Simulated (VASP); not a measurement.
A run of VASP 6.6.1:

Contents of INCAR:

```
SYSTEM = H11C2NO4
ALGO = Normal
EDIFF = 1E-6
ENCUT = 520
GGA = PE
ISIF = 2
ISMEAR = -1
IVDW = 12
LASPH = .True.
LCHARG = .False.
LREAL = Auto
LWAVE = .False.
NBANDS = 39
NELM = 60
PREC = Accurate
SIGMA = 0.05
```

File KPOINTS:

```
k-points
0
Gamma
  1 1 1
  0 0 0
```

POSCAR

```
H11C2NO4
1.0
    5.9154820000      0.0000000000      0.0000000000
    0.0000000000      5.9154820000      0.0000000000
    0.0000000000      0.0000000000      5.9154820000
O H C N
4 11 2 1
Direct
    0.6647288597      0.5680665481      0.4660780515
    0.4022621682      0.2280803053      0.5365484987
    0.4238592201      0.8320212926      0.7492021202
   -0.0057846573      0.3773861270      0.7427275922
    0.6505730094      0.6203401859      0.3107267632
    0.5664619833      0.4273273454      0.4773867383
    0.4400626416      0.0942470560      0.6319973414
    0.2998544391      0.1576170293      0.4243683361
    0.2671006450      0.7883062403      0.7235478431
    0.5119545945      0.7334225466      0.6440099979
   -0.0944614792      0.4372099622      0.6148330741
    0.1414665736      0.3347757149      0.6785425317
    0.6757820291      0.8396081120      1.0063432655
    0.8955695348      0.9174200063      0.8184129875
    0.9037187678      0.6423137828      0.9480271256
    0.8585322812      0.8219305435      0.9757667680
    0.9867066139      0.9167096249      1.1574179264
    1.0914123754      0.9922472767      1.3049008388
```

Potentials or basis: VASP PAW PBE potentials, release 64 (O, H, C, N).

Launch:

```bash
$ cat potpaw_PBE.64/O/POTCAR potpaw_PBE.64/H/POTCAR potpaw_PBE.64/C/POTCAR potpaw_PBE.64/N/POTCAR > POTCAR
$ mpirun -np 1 vasp_gam > vasp.out
```

Hardware: 1 thread of Intel(R) Xeon(R) 6975P-C (Granite Rapids), on a shared host.

Problem. Estimate the wall time of this run.

Solution. Run time: 13 s on 1 thread of Intel(R) Xeon(R) 6975P-C (Granite Rapids), with other jobs on the host, peak memory 0.32 GiB. Counts: scf iterations 16, k points 1.
